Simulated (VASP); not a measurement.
# Sn (P-1) in VASP: single point with r2SCAN

Aim: the single point of Sn with r2SCAN.

Everything below comes from runs of VASP 6.6.1. Logs are shortened: lines on timing, memory, paths and dates and some standing lists are left out, and cuts for length are marked.

## (1) The cell of the first run

The typed cell holds 1 atom: a = 3.416 Å, b = 3.348 Å, c = 3.463 Å, α = 117.70°, β = 118.02°, γ = 94.35°.

## (2) Single point, r2SCAN, non-collinear spin, zero start, spin-orbit coupling (the cell strained at random)

The input, POSCAR:

```
Sn
1.0
   -1.7927130000      1.7481980000      2.3228690000
    1.7057180000     -1.7686640000      2.2741750000
    1.8181040000      1.7933540000     -2.3384090000
Sn
1
Direct
    0.0087920000      0.0053570000      0.0145750000
```

The input, INCAR.step1:

```
SYSTEM = Sn
PREC = Accurate ; ENCUT = 520
ISMEAR = 0 ; SIGMA = 0.05
LREAL = .FALSE. ; LASPH = .TRUE.
NELM = 150 ; LNONCOLLINEAR = .TRUE.
MAGMOM = 0 0 0 ; LSORBIT = .TRUE.
GGA_COMPAT = .FALSE. ; NBANDS = 25
GGA = PE ; ALGO = Normal
EDIFF = 1E-4 ; LWAVE = .TRUE.
LCHARG = .FALSE.
```

The input, INCAR.step2:

```
SYSTEM = Sn
PREC = Accurate ; ENCUT = 520
EDIFF = 1E-7 ; ISMEAR = 0
SIGMA = 0.05 ; LREAL = .FALSE.
LASPH = .TRUE. ; NELM = 150
ALGO = Normal ; ISIF = 2
LWAVE = .FALSE. ; LCHARG = .TRUE.
LNONCOLLINEAR = .TRUE. ; MAGMOM = 0 0 0
LORBIT = 11 ; LSORBIT = .TRUE.
GGA_COMPAT = .FALSE. ; LORBMOM = .TRUE.
METAGGA = R2SCAN ; LMIXTAU = .TRUE.
LVHAR = .TRUE. ; NBANDS = 25
ISTART = 1
```

The input, KPOINTS:

```
regular mesh
0
G
  7 7 8
  0 0 0
```

Potentials or basis: VASP PAW PBE potentials, release 64 (Sn_d).

Run with:

```
$ cat potpaw_PBE.64/Sn_d/POTCAR > POTCAR
$ cp INCAR.step1 INCAR
$ mpirun -np 1 vasp_ncl > vasp.out
$ cp INCAR.step2 INCAR
$ mpirun -np 1 vasp_ncl > vasp.out
```

OUTCAR:

```text
SYSTEM = Sn
   PREC = Accurate
   ENCUT = 520
   EDIFF = 1E-7
   ISMEAR = 0
   LREAL = .FALSE.
   LASPH = .TRUE.
   NELM = 150
   ISIF = 2
   LNONCOLLINEAR = .TRUE.
   LORBIT = 11
   LSORBIT = .TRUE.
   METAGGA = R2SCAN
   ISTART = 1

 ion  position               nearest neighbor table
   1  0.009  0.005  0.015-

  LATTYP: Found a triclinic cell.
 ALAT       =     3.4155140958
 B/A-ratio  =     1.4524365066
 C/A-ratio  =     0.9816399652
 COS(alpha) =     0.0173645782
 COS(beta)  =     0.4577973638
 COS(gamma) =     0.7396809930

  Lattice vectors:

 A1 = (   1.7927130000,  -1.7481980000,  -2.3228690000)
 A2 = (   3.4984310000,  -3.5168620000,  -0.0486940000)
 A3 = (  -1.7311090000,  -1.7728880000,  -2.2586350000)

Analysis of symmetry for initial positions (statically):
=====================================================================
 Subroutine PRICEL returns:
 Original cell was already a primitive cell.

 Routine SETGRP: Setting up the symmetry group for a
 triclinic supercell.

 Subroutine GETGRP returns: Found  2 space group operations
 (whereof  1 operations were pure point group operations)
 out of a pool of  2 trial point group operations.

The static configuration has the point symmetry C_1 .
 The point group associated with its full space group is S_2 .

Analysis of symmetry for dynamics (positions and initial velocities):
=====================================================================
 Subroutine PRICEL returns:
 Original cell was already a primitive cell.

 Routine SETGRP: Setting up the symmetry group for a
 triclinic supercell.

 Subroutine GETGRP returns: Found  2 space group operations
 (whereof  1 operations were pure point group operations)
 out of a pool of  2 trial point group operations.

The dynamic configuration has the point symmetry C_1 .
 The point group associated with its full space group is S_2 .

Analysis of structural, dynamic, and magnetic symmetry:
=====================================================================
 Subroutine PRICEL returns:
 Original cell was already a primitive cell.

 Routine SETGRP: Setting up the symmetry group for a
 triclinic supercell.

 Subroutine GETGRP returns: Found  2 space group operations
 (whereof  1 operations were pure point group operations)
 out of a pool of  2 trial point group operations.

The overall configuration has the point symmetry C_1 .
 The point group associated with its full space group is S_2 .

 Subroutine INISYM returns: Found  2 space group operations
 (whereof  1 operations are pure point group operations),
 and found     1 'primitive' translations

----------------------------------------------------------------------------------------

                                     Primitive cell

  volume of cell :      28.6732

  direct lattice vectors                    reciprocal lattice vectors
    -1.792713000  1.748198000  2.322869000     0.002003924  0.283307923  0.218830299
     1.705718000 -1.768664000  2.274175000     0.287854860 -0.001085375  0.222973659
     1.818104000  1.793354000 -2.338409000     0.281938352  0.280369627  0.006583638

  length of vectors
     3.415514096  3.348061853  3.462625792     0.357986165  0.364113788  0.397667834

  position of ions in fractional coordinates (direct lattice)
     0.008792000  0.005357000  0.014575000

  ion indices of the primitive-cell ions
   primitive index   ion index
                 1           1

----------------------------------------------------------------------------------------

 KPOINTS: regular mesh

Automatic generation of k-mesh.
 Grid dimensions read from file:
 generate k-points for:    7    7    8

 Generating k-lattice:

  Cartesian coordinates                     Fractional coordinates (reciprocal lattice)
     0.000286275  0.040472560  0.031261471     0.142857143  0.000000000 -0.000000000
[... 51 lines left out ...]
   ISTART =      1    job   : 0-new  1-cont  2-samecut
   ICHARG =      0    charge: 1-file 2-atom 10-const
   ISPIN  =      1    spin polarized calculation?
   LNONCOLLINEAR =      T non collinear calculations
   LSORBIT =      T    spin-orbit coupling
   LASPH  =      T    aspherical Exc in radial PAW
   ENCUT  =  520.0 eV  38.22 Ry    6.18 a.u.   6.35  6.23  6.44*2*pi/ulx,y,z
   NELM   =    150;   NELMIN=  2; NELMDL=  0     # of ELM steps
   EDIFF  = 0.1E-06   stopping-criterion for ELM
   LREAL  =      F    real-space projection
   EDIFFG = 0.1E-05   stopping-criterion for IOM
   NSW    =      0    number of steps for IOM
   IBRION =     -1    ionic relax: 0-MD 1-quasi-New 2-CG
   NFREE  =      0    steps in history (QN), initial steepest desc. (CG)
   ISIF   =      2    stress and relaxation
   ISYM   =      2    0-nonsym 1-usesym 2-fastsym
   POTIM  = 0.5000    time-step for ionic-motion
   TEBEG  =    0.0;   TEEND  =   0.0 temperature during run
   PSTRESS=    0.0 pullay stress
   NELECT =      14.0000    total number of electrons
   NUPDOWN=      -1.0000    fix difference up-down
   EMIN   =  10.00;   EMAX   =-10.00  energy-range for DOS
   EFERMI =   0.00;   METHOD = LEGACY
   ISMEAR =     0;   SIGMA  =   0.05  broadening in eV -4-tet -1-fermi 0-gaus
   EFERMI_NEDOS =   21; number of points for ismear=-14 and -15
   IALGO  =     38    algorithm
   IMIX   =      4    mixing-type and parameters
     AMIX     =   0.40;   BMIX     =  1.00
     AMIX_MAG =   1.60;   BMIX_MAG =  1.00
  volume/ion in A,a.u.               =      28.67       193.50
  Fermi-wavevector in a.u.,A,eV,Ry     =   1.289116  2.436076 22.610432  1.661820
  Thomas-Fermi vector in A             =   2.421028
   LORBIT       =     11    0 simple, 1 ext, 2 COOP (PROOUT), +10 PAW based schemes
   METAGGA = R2SCAN    functional components
   LHFCALC =     F    Hartree Fock is set to
   AEXX    =    0.0000 exact exchange contribution
   IVDW    =     0    specifies the selected vdW correction
   LEPSILON=     F    determine dielectric tensor
   LRPA    =     F    only Hartree local field effects (RPA)
 Gauss-broadening in eV      SIGMA  =   0.05
  energy-cutoff  :      520.00
  volume of cell :       28.67
 maximum number of plane-waves:      1582
 NGX is ok and might be reduce to    28
   NGX = 13   NGY = 13   NGZ = 13

 number of electron      14.0000002 magnetization      -0.0000006     -0.0000002     -0.0000005

 number of electron      14.0000002 magnetization      -0.0000004      0.0000004      0.0000001

 number of electron      14.0000002 magnetization       0.0000002     -0.0000004     -0.0000001

 Free energy of the ion-electron system (eV)
  ---------------------------------------------------
  ext. energy  EPLUGINS =         0.00000000
  ---------------------------------------------------
  free energy    TOTEN  =       -24.54424783 eV

  energy without entropy =      -24.54324789  energy(sigma->0) =      -24.54374786

 E-fermi :   7.4989     XC(G=0): -10.9789

 val. band max:        7.4963689334   @ k =   0.1429   0.4286   0.2500
 cond. band min:       7.5408558875   @ k =  -0.4286   0.1429   0.1250
 fundamental gap:      0.0444869541
 Fermi energy:         7.4989336838

 k-point     1 :       0.0000    0.0000    0.0000
  band No.  band energies     occupation
      1     -15.3749      1.00000
      2     -15.3749      1.00000
      3     -15.3701      1.00000
      4     -15.3701      1.00000
      5     -14.3670      1.00000
      6     -14.3670      1.00000
[... 661 lines left out ...]
     24      23.0836      0.00000
     25      26.5090      0.00000

 [... further k-points ...]
[... 5 lines left out ...]
  --------------------------------------------------------------------------------------
  -------------------------------------------------------------------------------------
  Total       -0.2835329     -0.1860889     -0.5092251      0.0488862      0.0841041      0.1510405
  in kB      -15.8430033    -10.3981086    -28.4540312      2.7316190      4.6994943      8.4397089
  external PRESSURE =     -18.2317144 kB  Pullay stress =       0.0000000 kB

 VOLUME and BASIS-vectors are now :
 -----------------------------------------------------------------------------
  energy-cutoff  :      520.00
  volume of cell :       28.67
      direct lattice vectors                 reciprocal lattice vectors
    -1.792713000  1.748198000  2.322869000     0.002003924  0.283307923  0.218830299
     1.705718000 -1.768664000  2.274175000     0.287854860 -0.001085375  0.222973659
     1.818104000  1.793354000 -2.338409000     0.281938352  0.280369627  0.006583638

 POSITION                                       TOTAL-FORCE (eV/Angst)
 -----------------------------------------------------------------------------------
      0.01987      0.03203     -0.00148         0.000000      0.000000      0.000000
 -----------------------------------------------------------------------------------
    total drift:                               -0.000010     -0.000010      0.000041

  FREE ENERGIE OF THE ION-ELECTRON SYSTEM (eV)
  ---------------------------------------------------
  free  energy   TOTEN  =       -24.5442478343 eV

  energy  without entropy=      -24.5432478888  energy(sigma->0) =      -24.54374786

 orbital moment (x)

 # of ion     p       d       tot
 ----------------------------------------
  1         0.000  -0.000   0.000
 ----------------------------------------
            0.000  -0.000   0.000

 orbital moment (y)

 # of ion     p       d       tot
 ----------------------------------------
  1        -0.000   0.000  -0.000
 ----------------------------------------
           -0.000   0.000  -0.000

 orbital moment (z)

 # of ion     p       d       tot
 ----------------------------------------
  1        -0.000   0.000  -0.000
 ----------------------------------------
           -0.000   0.000  -0.000

 Spin-Orbit-Coupling matrix elements

 Ion:    1  E_soc:     -0.1038228
 l=   1
     0.0000000    -0.0111038    -0.0115507
    -0.0111038     0.0000000    -0.0112987
    -0.0115507    -0.0112987     0.0000000
 l=   2
     0.0000000    -0.0011958     0.0000000    -0.0011947    -0.0047849
    -0.0011958     0.0000000    -0.0035930    -0.0012010    -0.0012032
     0.0000000    -0.0035930     0.0000000    -0.0035826     0.0000000
    -0.0011947    -0.0012010    -0.0035826     0.0000000    -0.0012030
    -0.0047849    -0.0012032     0.0000000    -0.0012030     0.0000000
 l=   3
     0.0000000     0.0000000     0.0000000     0.0000000     0.0000000     0.0000000     0.0000000
     0.0000000     0.0000000     0.0000000     0.0000000     0.0000000     0.0000000     0.0000000
     0.0000000     0.0000000     0.0000000     0.0000000     0.0000000     0.0000000     0.0000000
     0.0000000     0.0000000     0.0000000     0.0000000     0.0000000     0.0000000     0.0000000
     0.0000000     0.0000000     0.0000000     0.0000000     0.0000000     0.0000000     0.0000000
     0.0000000     0.0000000     0.0000000     0.0000000     0.0000000     0.0000000     0.0000000
     0.0000000     0.0000000     0.0000000     0.0000000     0.0000000     0.0000000     0.0000000

 total charge

# of ion       s       p       d       tot
------------------------------------------
    1        1.277   0.890   9.962  12.129

 magnetization (x)

# of ion       s       p       d       tot
------------------------------------------
    1        0.000  -0.000  -0.000  -0.000

 magnetization (y)

# of ion       s       p       d       tot
------------------------------------------
    1       -0.000   0.000   0.000   0.000

 magnetization (z)

# of ion       s       p       d       tot
------------------------------------------
    1       -0.000  -0.000   0.000  -0.000
```

Run time: 55 min. Hardware: 1 thread of Intel Xeon 8259CL, shared host; peak memory 0.41 GiB.

What came out:

| Property | Result |
| --- | --- |
| Free energy | -24.5442 eV |
| Pressure | -1.8 GPa |
| Net moment | 0.00 μB per cell |
| Valence electrons inside the program's atomic spheres | Sn 12.13 |

Stress tensor (GPa, compression positive):
```
-1.58  0.27  0.84
 0.27 -1.04  0.47
 0.84  0.47 -2.85
```

Moments on the atoms (μB; x, y, z):
```
Sn  0.00 0.00 0.00
```

Caveat: the cell differs from its parent crystal (the cell strained at random); the PAW data sets were made with another functional, which shifts forces and pressure a little.
